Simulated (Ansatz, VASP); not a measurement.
**One calculation of Li2O, two programs**

INCAR

```
ALGO = Normal ; EDIFF = 1E-6
ENCUT = 750 ; GGA = PS
GGA_COMPAT = F ; ISIF = 2
ISMEAR = -1 ; LASPH = T
LCHARG = F ; LREAL = F
LWAVE = F ; NBANDS = 13
NELM = 120 ; PREC = Accurate
SIGMA = 0.03
```

The input KPOINTS:

```
k-points
0
Gamma
  9 9 9
```

POSCAR

```
Li2O
1.0
    0.0000000000      2.2864050000      2.3095000000
    2.2864050000      0.0000000000      2.3095000000
    2.2864050000      2.2864050000      0.0000000000
Li O
2 1
Direct
    0.2500000000      0.2500000000      0.2500000000
    0.7500000000      0.7500000000      0.7500000000
    0.0000000000      0.0000000000      0.0000000000
```

Input for Ansatz:

```yaml
crystal:
  lattice:
    - [0.0, 2.286405, 2.3095]
    - [2.286405, 0.0, 2.3095]
    - [2.286405, 2.286405, 0.0]
  atoms:
    - { symbol: Li, position: [0.25, 0.25, 0.25] }
    - { symbol: Li, position: [0.75, 0.75, 0.75] }
    - { symbol: O, position: [0.0, 0.0, 0.0] }
kpoints:
  mp_grid: { grid: [9, 9, 9] }
  band_path:
    path:
      - [0.0, 0.0, 0.0]
      - [0.0, 0.5, 0.5]
      - [0.25, 0.75, 0.5]
      - [0.0, 0.5, 0.0]
      - [0.0, 0.0, 0.0]
      - [0.5, 0.5, 0.0]
      - [0.3725125, 0.6274875, 0.0]
      - [-0.3725125, 0.3725125, 0.0]
      - [0.0, 0.0, 0.0]
    npoints: 5
scf:
  occupations: { method: fermi_dirac, width: 0.03 }
hamiltonian:
  xc: pbesol
  pseudopotentials: { kind: all_electron, lapw: { basis_error: 0.0005 } }
output:
  forces: true
  stress: true
  eigenvalues: true
```

Change from the starting cell: equal xx and yy strain of -1 %.

Alike in both runs: task single point; functional PBEsol; k mesh 9 × 9 × 9; occupations fermi-dirac, width 0.03 eV; no spin polarisation.

|  | VASP | Ansatz |
| --- | --- | --- |
| version | VASP 6.6.1 | Ansatz 0.2.0 |
| potentials or method | VASP PAW PBE potentials, release 64 (Li_sv, O), cutoff 750 eV | all-electron LAPW, scalar-relativistic |

```tsv
	VASP	Ansatz	Ansatz less VASP
gap on the k mesh at the Fermi level (eV)	4.95	4.96	+0.008
pressure (GPa)	-0.3	-0.6	-0.21
traceless stress, the component that is largest in VASP (GPa)	-1.27	-1.27	-0.007
```

VASP's potentials were made for PBE, not for PBEsol. Ansatz ran all-electron here, and VASP with PAW potentials.
